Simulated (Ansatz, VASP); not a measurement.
# Ru: VASP beside Ansatz

```xyz
2
Lattice="2.6752 0.0000 0.0000 -1.3376 2.3168 0.0000 0.0000 0.0000 4.3673" Properties=species:S:1:pos:R:3 pbc="T T T"
Ru    0.0000    1.5445    1.0918
Ru    1.3376    0.7723    3.2755
```

Alike in both runs: task single point; functional PBEsol; k mesh 21 × 21 × 12; occupations gaussian, width 0.15 eV; no spin polarisation.

|  | VASP | Ansatz |
| --- | --- | --- |
| version | VASP 6.6.1 | Ansatz 0.2.0 |
| potentials or method | VASP PAW PBE potentials, release 64 (Ru_pv), cutoff 520 eV | scalar-relativistic, plane waves, PAW |
| valence electrons in the cell | 28 | 32 |

```csv
,VASP,Ansatz,Ansatz less VASP
gap on the k mesh at the Fermi level (eV),none,none,-
pressure (GPa),-5.4,-5.3,+0.10
"traceless stress, the component that is largest in VASP (GPa)",-10.59,-10.61,-0.016
```

VASP's potentials were made for PBE, not for PBEsol, and Ansatz warns of the same on its side. A gap of «none» marks a metal or a gap that the smearing closes. The functional is the same, so the differences come from potentials, cutoffs and numerics. VASP's potentials hold 28 valence electrons a cell and Ansatz's 32, so a difference there can come from the potentials and not from the codes.
